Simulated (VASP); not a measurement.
Write the native input for VASP 6.6.1 that does the following.

* Task: single point
* Functional: PBEsol
* Potentials or basis: VASP PAW PBE potentials, release 64 (Mn_pv, O)
* Cutoff: 520 eV
* k mesh: 11 × 11 × 6
* Occupations: fermi-dirac, width 0.05 eV
* Spin: collinear spin, ferromagnetic start
* Starting moments: [5.5, 0.0, 0.0] μB
* Dipole correction: no
* Further INCAR settings: ALGO = Normal; EDIFF = 1e-06; NBANDS = 24

The structure of MnO2 lies in POSCAR:

```
MnO2
1.0
    2.8565781804      0.0000000000      0.0000000000
   -1.4282890902      2.4738692722      0.0000000000
    0.0000000000      0.0000000000      4.6013740589
Mn O
1 2
Direct
    0.0000000000      0.0000000000      0.5000000000
    0.3333333333      0.6666666667      0.7062925700
    0.6666666667      0.3333333333      0.2937074300
```

These files were run (other wordings do the same):

INCAR

```
PREC = Accurate ; ENCUT = 520
EDIFF = 1E-6 ; ISMEAR = -1
SIGMA = 0.05 ; LREAL = False
LASPH = True ; NELM = 150
ALGO = Normal ; ISIF = 2
LWAVE = False ; LCHARG = True
ISPIN = 2 ; MAGMOM = 5.5 0 0
LORBIT = 11 ; LMAXMIX = 4
GGA = PS ; LELF = True
LVHAR = True ; NBANDS = 24
```

KPOINTS

```
regular mesh
0
Gamma
  11 11 6
```

Potentials or basis: VASP PAW PBE potentials, release 64 (Mn_pv, O).

The run is started by

```sh
$ cat potpaw_PBE.64/Mn_pv/POTCAR potpaw_PBE.64/O/POTCAR > POTCAR
$ mpirun -np 1 vasp_std > vasp.out
```

It gave:

```json
{"Pressure": "-1.2 GPa", "Largest force": "0.081 eV/Å", "Band gap on the k mesh": "0.70 eV (least direct gap 0.75 eV)", "Net moment": "3.00 μB per cell", "Site moments": "Mn +2.84; O +0.04 μB", "Valence electrons inside the program's atomic spheres": "Mn 11.77; O 4.97"}
```

Caveat: semilocal functionals underestimate gaps, and a narrow one can read as zero; the PAW data sets were made with another functional, which shifts forces and pressure a little; a cell with one magnetic atom can't hold antiferromagnetic order, which such compounds often take.

It took 3.1 min on 1 thread of Intel Xeon 8259CL, with other jobs on the host, peak memory 0.24 GiB.
